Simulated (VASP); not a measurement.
# Cd (Fm-3m) in VASP: a series of runs

Runs on Cd. Level: PBE. Tasks: single point.

All numbers are computed with VASP 6.6.1; they aren't measurements. Logs are shortened: lines on timing, memory, paths and dates and some standing lists are left out, and cuts for length are marked.

## Step 1: The cell of the first run

The structure is cubic, space group Fm-3m (No. 225). Conventional cell: a = 4.436 Å, b = 4.436 Å, c = 4.436 Å, α = 90.00°, β = 90.00°, γ = 90.00°. Cd (site symmetry m-3m) has 12 Cd at 3.14 Å within 4.1 Å.

## Step 2: Single point, PBE

File INCAR:

```
SYSTEM = Cd
PREC = Accurate ; ENCUT = 520
EDIFF = 1E-6 ; ISMEAR = 0
SIGMA = 0.05 ; LREAL = .False.
LASPH = .True. ; NELM = 60
ALGO = Normal ; ISIF = 2
LWAVE = .False. ; LCHARG = .True.
GGA = PE ; LELF = .True.
LVHAR = .True. ; NBANDS = 12
```

File KPOINTS:

```
Automatic mesh
0
Gamma
  14 14 14
  0 0 0
```

File POSCAR:

```
Cd
1.0
    0.0000000000      2.2181497500      2.2181497500
    2.2181497500      0.0000000000      2.2181497500
    2.2181497500      2.2181497500      0.0000000000
Cd
1
Direct
    0.0000000000      0.0000000000      0.0000000000
```

Potentials or basis: VASP PAW PBE potentials, release 64 (Cd).

Run with:

```console
$ cat potpaw_PBE.64/Cd/POTCAR > POTCAR
$ mpirun -np 1 vasp_std > vasp.out
```

OUTCAR:

```text
SYSTEM = Cd
   PREC = Accurate
   ENCUT = 520
   EDIFF = 1E-6
   ISMEAR = 0
   LREAL = .False.
   LASPH = .True.
   NELM = 60
   ISIF = 2
   GGA = PE

 ion  position               nearest neighbor table
   1  0.000  0.000  0.000-

  LATTYP: Found a face centered cubic cell.
 ALAT       =     4.4362995000

  Lattice vectors:

 A1 = (   0.0000000000,   2.2181497500,   2.2181497500)
 A2 = (   2.2181497500,   0.0000000000,   2.2181497500)
 A3 = (   2.2181497500,   2.2181497500,   0.0000000000)

Analysis of symmetry for initial positions (statically):
=====================================================================
 Subroutine PRICEL returns:
 Original cell was already a primitive cell.

 Routine SETGRP: Setting up the symmetry group for a
 face centered cubic supercell.

 Subroutine GETGRP returns: Found 48 space group operations
 (whereof 48 operations were pure point group operations)
 out of a pool of 48 trial point group operations.

The static configuration has the point symmetry O_h .

Analysis of symmetry for dynamics (positions and initial velocities):
=====================================================================
 Subroutine PRICEL returns:
 Original cell was already a primitive cell.

 Routine SETGRP: Setting up the symmetry group for a
 face centered cubic supercell.

 Subroutine GETGRP returns: Found 48 space group operations
 (whereof 48 operations were pure point group operations)
 out of a pool of 48 trial point group operations.

The dynamic configuration has the point symmetry O_h .

 Subroutine INISYM returns: Found 48 space group operations
 (whereof 48 operations are pure point group operations),
 and found     1 'primitive' translations

----------------------------------------------------------------------------------------

                                     Primitive cell

  volume of cell :      21.8274

  direct lattice vectors                    reciprocal lattice vectors
     0.000000000  2.218149750  2.218149750    -0.225413095  0.225413095  0.225413095
     2.218149750  0.000000000  2.218149750     0.225413095 -0.225413095  0.225413095
     2.218149750  2.218149750  0.000000000     0.225413095  0.225413095 -0.225413095

  length of vectors
     3.136937460  3.136937460  3.136937460     0.390426933  0.390426933  0.390426933

  position of ions in fractional coordinates (direct lattice)
     0.000000000  0.000000000  0.000000000

  ion indices of the primitive-cell ions
   primitive index   ion index
                 1           1

----------------------------------------------------------------------------------------

 KPOINTS: Automatic mesh

Automatic generation of k-mesh.
 Grid dimensions read from file:
 generate k-points for:   14   14   14

 Generating k-lattice:

  Cartesian coordinates                     Fractional coordinates (reciprocal lattice)
    -0.016100935  0.016100935  0.016100935     0.071428571  0.000000000  0.000000000
     0.016100935 -0.016100935  0.016100935     0.000000000  0.071428571  0.000000000
     0.016100935  0.016100935 -0.016100935     0.000000000  0.000000000  0.071428571

  Length of vectors
     0.027887638  0.027887638  0.027887638

  Shift w.r.t. Gamma in fractional coordinates (k-lattice)
     0.000000000  0.000000000  0.000000000

 Subroutine IBZKPT returns following result:
 ===========================================

 Found    104 irreducible k-points:

 Following reciprocal coordinates:
            Coordinates               Weight
  0.000000  0.000000  0.000000      1.000000
  0.071429  0.000000  0.000000      8.000000
  0.142857  0.000000  0.000000      8.000000
  0.214286  0.000000  0.000000      8.000000
  0.285714  0.000000  0.000000      8.000000
  0.357143  0.000000  0.000000      8.000000
[... 16 lines left out ...]
  0.214286  0.142857  0.000000     24.000000
  0.285714  0.142857  0.000000     24.000000
 [... further k-points ...]
   k-points           NKPTS =    104   k-points in BZ     NKDIM =    104   number of bands    NBANDS=     12
   number of dos      NEDOS =    301   number of ions     NIONS =      1
   total plane-waves  NPLWV =  13824
   dimension x,y,z NGX =    24 NGY =   24 NGZ =   24
   dimension x,y,z NGXF=    48 NGYF=   48 NGZF=   48
   ions per type =               1
   NGX,Y,Z   is equivalent  to a cutoff of  12.72, 12.72, 12.72 a.u.
   NGXF,Y,Z  is equivalent  to a cutoff of  25.44, 25.44, 25.44 a.u.
 SYSTEM =  Cd
   PREC   = accura    normal or accurate (medium, high low for compatibility)
   ISTART =      0    job   : 0-new  1-cont  2-samecut
   ICHARG =      2    charge: 1-file 2-atom 10-const
   ISPIN  =      1    spin polarized calculation?
   LNONCOLLINEAR =      F non collinear calculations
   LSORBIT =      F    spin-orbit coupling
   LASPH  =      T    aspherical Exc in radial PAW
   ENCUT  =  520.0 eV  38.22 Ry    6.18 a.u.   5.83  5.83  5.83*2*pi/ulx,y,z
   NELM   =     60;   NELMIN=  2; NELMDL= -5     # of ELM steps
   EDIFF  = 0.1E-05   stopping-criterion for ELM
   LREAL  =      F    real-space projection
   EDIFFG = 0.1E-04   stopping-criterion for IOM
   NSW    =      0    number of steps for IOM
   IBRION =     -1    ionic relax: 0-MD 1-quasi-New 2-CG
   NFREE  =      0    steps in history (QN), initial steepest desc. (CG)
   ISIF   =      2    stress and relaxation
   ISYM   =      2    0-nonsym 1-usesym 2-fastsym
   POTIM  = 0.5000    time-step for ionic-motion
   TEBEG  =    0.0;   TEEND  =   0.0 temperature during run
   PSTRESS=    0.0 pullay stress
   NELECT =      12.0000    total number of electrons
   NUPDOWN=      -1.0000    fix difference up-down
   EMIN   =  10.00;   EMAX   =-10.00  energy-range for DOS
   EFERMI =   0.00;   METHOD = LEGACY
   ISMEAR =     0;   SIGMA  =   0.05  broadening in eV -4-tet -1-fermi 0-gaus
   EFERMI_NEDOS =   21; number of points for ismear=-14 and -15
   IALGO  =     38    algorithm
   IMIX   =      4    mixing-type and parameters
     AMIX     =   0.40;   BMIX     =  1.00
     AMIX_MAG =   1.60;   BMIX_MAG =  1.00
  volume/ion in A,a.u.               =      21.83       147.30
  Fermi-wavevector in a.u.,A,eV,Ry     =   1.341120  2.534350 24.471486  1.798604
  Thomas-Fermi vector in A             =   2.469379
   LORBIT       =      0    0 simple, 1 ext, 2 COOP (PROOUT), +10 PAW based schemes
   GGA     = PE    functional components
   LHFCALC =     F    Hartree Fock is set to
   AEXX    =    0.0000 exact exchange contribution
   IVDW    =     0    specifies the selected vdW correction
   LEPSILON=     F    determine dielectric tensor
   LRPA    =     F    only Hartree local field effects (RPA)
 non-spin polarized calculation
 Gauss-broadening in eV      SIGMA  =   0.05
  energy-cutoff  :      520.00
  volume of cell :       21.83
 maximum number of plane-waves:       609
   NGX = 11   NGY = 11   NGZ = 11

 number of electron      12.0000003 magnetization

 Free energy of the ion-electron system (eV)
  ---------------------------------------------------
  ext. energy  EPLUGINS =         0.00000000
  ---------------------------------------------------
  free energy    TOTEN  =        -0.73963350 eV

  energy without entropy =       -0.73940802  energy(sigma->0) =       -0.73952076

 E-fermi :   2.8353     XC(G=0): -10.9869

 val. band max:        2.6022041625   @ k =  -0.3571   0.3571   0.1429
 cond. band min:       2.8505862018   @ k =   0.5000   0.1429   0.0000
 fundamental gap:      0.2483820393
 Fermi energy:         2.8353301848

 k-point     1 :       0.0000    0.0000    0.0000
  band No.  band energies     occupation
      1      -6.3004      2.00000
      2      -6.3004      2.00000
      3      -6.3004      2.00000
      4      -5.9503      2.00000
      5      -5.8470      2.00000
      6      -5.8470      2.00000
      7      16.7345      0.00000
      8      17.7924      0.00000
      9      17.7924      0.00000
     10      17.7924      0.00000
     11      21.1600      0.00000
     12      21.1600      0.00000

 k-point     2 :       0.0714    0.0000    0.0000
  band No.  band energies     occupation
      1      -6.3164      2.00000
      2      -6.2791      2.00000
      3      -6.2791      2.00000
      4      -5.8521      2.00000
      5      -5.8521      2.00000
      6      -5.8148      2.00000
      7      15.8002      0.00000
      8      17.0254      0.00000
      9      17.5811      0.00000
     10      17.5811      0.00000
     11      21.5221      0.00000
     12      21.5223      0.00000

 k-point     3 :       0.1429    0.0000    0.0000
  band No.  band energies     occupation
      1      -6.3811      2.00000
      2      -6.2304      2.00000
      3      -6.2304      2.00000
      4      -5.8540      2.00000
      5      -5.8540      2.00000
      6      -5.3864      2.00000
      7      13.1517      0.00000
      8      16.9569      0.00000
      9      17.1196      0.00000
     10      17.1196      0.00000
     11      21.3345      0.00000
     12      22.2394      0.00000
[... 286 lines left out ...]
 k-point    23 :       0.2143    0.1429    0.0000
  band No.  band energies     occupation
      1      -6.4776      2.00000
      2      -6.1198      2.00000
      3      -6.0970      2.00000
      4      -6.0829      2.00000
      5      -5.7411      2.00000
      6      -4.6551      2.00000
      7      12.5730      0.00000
      8      14.1530      0.00000
      9      15.5037      0.00000
     10      17.0262      0.00000
     11      17.1243      0.00000
     12      23.4428      0.00000

 k-point    24 :       0.2857    0.1429    0.0000
  band No.  band energies     occupation
      1      -6.5330      2.00000
      2      -6.1819      2.00000
      3      -6.0589      2.00000
      4      -6.0492      2.00000
      5      -5.6609      2.00000
      6      -3.8290      2.00000
      7       9.9020      0.00000
      8      13.5874      0.00000
      9      15.2191      0.00000
     10      15.5859      0.00000
     11      18.6946      0.00000
     12      22.9841      0.00000

 [... further k-points ...]
[... 5 lines left out ...]
  --------------------------------------------------------------------------------------
  -------------------------------------------------------------------------------------
  Total        0.3265351      0.3265351      0.3265351      0.0000000     -0.0000000      0.0000000
  in kB       23.9683360     23.9683360     23.9683360      0.0000000     -0.0000000      0.0000000
  external PRESSURE =      23.9683360 kB  Pullay stress =       0.0000000 kB

 VOLUME and BASIS-vectors are now :
 -----------------------------------------------------------------------------
  energy-cutoff  :      520.00
  volume of cell :       21.83
      direct lattice vectors                 reciprocal lattice vectors
     0.000000000  2.218149750  2.218149750    -0.225413095  0.225413095  0.225413095
     2.218149750  0.000000000  2.218149750     0.225413095 -0.225413095  0.225413095
     2.218149750  2.218149750  0.000000000     0.225413095  0.225413095 -0.225413095

 POSITION                                       TOTAL-FORCE (eV/Angst)
 -----------------------------------------------------------------------------------
      0.00000      0.00000      0.00000         0.000000      0.000000      0.000000
 -----------------------------------------------------------------------------------
    total drift:                               -0.000000      0.000000      0.000000

  FREE ENERGIE OF THE ION-ELECTRON SYSTEM (eV)
  ---------------------------------------------------
  free  energy   TOTEN  =        -0.7396334991 eV

  energy  without entropy=       -0.7394080245  energy(sigma->0) =       -0.73952076
```

Run time: 10 s. Hardware: 1 thread of Intel Xeon Platinum 8375C at 2.90GHz (Ice Lake), shared host; peak memory 0.15 GiB.

What came out:

* Free energy: -0.7396 eV
* Pressure: 2.4 GPa
* Band gap on the k mesh: zero (band 6 reaches 4.23 eV, above the bottom of band 7 at 1.52 eV)

## Step 3: Single point, PBE

File INCAR:

```
PREC = Accurate
ENCUT = 520
EDIFF = 1E-7
ISMEAR = 0
SIGMA = 0.05
LREAL = False
LASPH = True
NELM = 100
ALGO = Fast
ISIF = 2
LWAVE = False
LCHARG = False
GGA = PE
NBANDS = 12
```

File KPOINTS:

```
regular mesh
0
Gamma
  14 14 14
```

POSCAR is that of step 2.

Potentials or basis: VASP PAW PBE potentials, release 64 (Cd).

Run with:

```console
$ cat potpaw_PBE.64/Cd/POTCAR > POTCAR
$ mpirun -np 1 vasp_std > vasp.out
```

Wall time 12 s (1 thread of Intel Xeon Platinum 8375C at 2.90GHz (Ice Lake), shared host); peak memory 0.15 GiB.

The run converged. Its results:

- Free energy: -0.7396 eV
- Pressure: 2.4 GPa
- Band gap on the k mesh: zero (band 6 reaches 4.23 eV, above the bottom of band 7 at 1.52 eV)

Levels at points of the mesh, in eV from the Fermi level:
```tsv
k point	band 4	band 5	band 6	band 7	band 8	band 9
(0.00, 0.00, 0.00)	-8.79	-8.68	-8.68	13.90	14.96	14.96
(0.50, 0.00, 0.00)	-8.31	-8.31	-2.32	-1.32	12.55	12.55
(0.50, 0.50, 0.00)	-8.21	-8.21	-0.80	1.39	6.79	6.79
```

## Step 4: Single point, PBE

This run uses another cell than the first one, of 24.45 Å³/atom, 1.120 times its volume.

File INCAR:

```
SYSTEM = Cd
PREC     = Accurate       ! precision mode
ENCUT    = 520            ! plane-wave cutoff, eV
EDIFF    = 1E-6           ! SCF threshold, eV
ISMEAR   = 0              ! smearing method
SIGMA    = 0.05           ! smearing width, eV
LREAL    = .False.        ! projectors in reciprocal space
LASPH    = .True.         ! aspherical terms in the spheres
NELM     = 80             ! most SCF steps
ALGO     = Normal         ! electronic algorithm
ISIF     = 2              ! what is computed and relaxed
LWAVE    = .False.        ! write WAVECAR
LCHARG   = .False.        ! write CHGCAR
GGA      = PE             ! functional
NBANDS   = 12             ! bands
```

File KPOINTS:

```
regular mesh
0
Gamma
  14 14 14
  0 0 0
```

File POSCAR:

```
Cd
1.0
    0.0000000000      2.3035458988      2.3035458988
    2.3035458988      0.0000000000      2.3035458988
    2.3035458988      2.3035458988      0.0000000000
Cd
1
Direct
    0.0000000000      0.0000000000      0.0000000000
```

Run with:

```console
$ cat potpaw_PBE.64/Cd/POTCAR > POTCAR
$ mpirun -np 1 vasp_std > vasp.out
```

Wall time 9.6 s (1 thread of Intel Xeon Platinum 8375C at 2.90GHz (Ice Lake), shared host); peak memory 0.15 GiB.

Results (log left out):

| Property | Result |
| --- | --- |
| Free energy | -0.7348 eV |
| Pressure | -2.4 GPa |
| Band gap on the k mesh | zero (band 6 reaches 3.47 eV, above the bottom of band 7 at 0.59 eV) |

Levels at points of the mesh, in eV from the Fermi level:
| k point | band 3 | band 4 | band 5 | band 6 | band 7 | band 8 | band 9 | band 10 |
| --- | --- | --- | --- | --- | --- | --- | --- | --- |
| (0.00, 0.00, 0.00) | -8.83 | -8.48 | -8.48 | -7.95 | 13.52 | 13.86 | 13.86 | 13.86 |
| (0.50, 0.00, 0.00) | -8.83 | -8.18 | -8.18 | -1.85 | -1.44 | 11.58 | 11.58 | 12.66 |
| (0.50, 0.50, 0.00) | -8.20 | -8.11 | -8.11 | -0.49 | 1.02 | 6.44 | 6.44 | 10.22 |
